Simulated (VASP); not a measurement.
Write the native input for VASP 6.6.1 that does the following.

```yaml
Task: single point
Functional: LDA
Potentials_or_basis: VASP PAW LDA potentials, release 64 (Mo_sv, Te)
Cutoff: 520 eV
k_mesh: 8 × 8 × 8
Occupations: fermi-dirac, width 0.02 eV
Spin: no spin polarisation
Dipole_correction: no
Further_INCAR_settings: ALGO = Normal; EDIFF = 1e-07; NBANDS = 20
```

The structure of Te2Mo lies in POSCAR:

```
Te2Mo
1.0
    1.7509539876      1.0109137561      7.0687660182
   -1.7509539876      1.0109137561      7.0687660182
    0.0000000000     -2.0218275121      7.0687660182
Mo Te
1 2
Direct
    0.0000000000      0.0000000000      0.0000000000
    0.2465646676      0.2465646676      0.2465646676
    0.7534353324      0.7534353324      0.7534353324
```

One way to write it, as run:

INCAR

```
PREC = Accurate
ENCUT = 520
EDIFF = 1E-7
ISMEAR = -1
SIGMA = 0.02
LREAL = False
LASPH = True
NELM = 60
ALGO = Normal
ISIF = 2
LWAVE = False
LCHARG = False
GGA = CA
NBANDS = 20
```

KPOINTS

```
regular mesh
0
Gamma
  8 8 8
```

Potentials or basis: VASP PAW LDA potentials, release 64 (Mo_sv, Te).

The run is started by

```bash
$ cat potpaw_LDA.64/Mo_sv/POTCAR potpaw_LDA.64/Te/POTCAR > POTCAR
$ mpirun -np 1 vasp_std > vasp.out
```

It gave:

```json
{"Pressure": "-3.8 GPa", "Largest force": "0.161 eV/Å", "Band gap on the k mesh": "0.02 eV (least direct gap 0.13 eV)"}
```

Caveat: the cell stands under tension; spin-orbit coupling is left out, which moves the levels of the heavy elements.

Run time: 3.8 min on 1 thread of Intel(R) Xeon(R) Platinum 8488C (Sapphire Rapids), with other jobs on the host, peak memory 0.37 GiB.
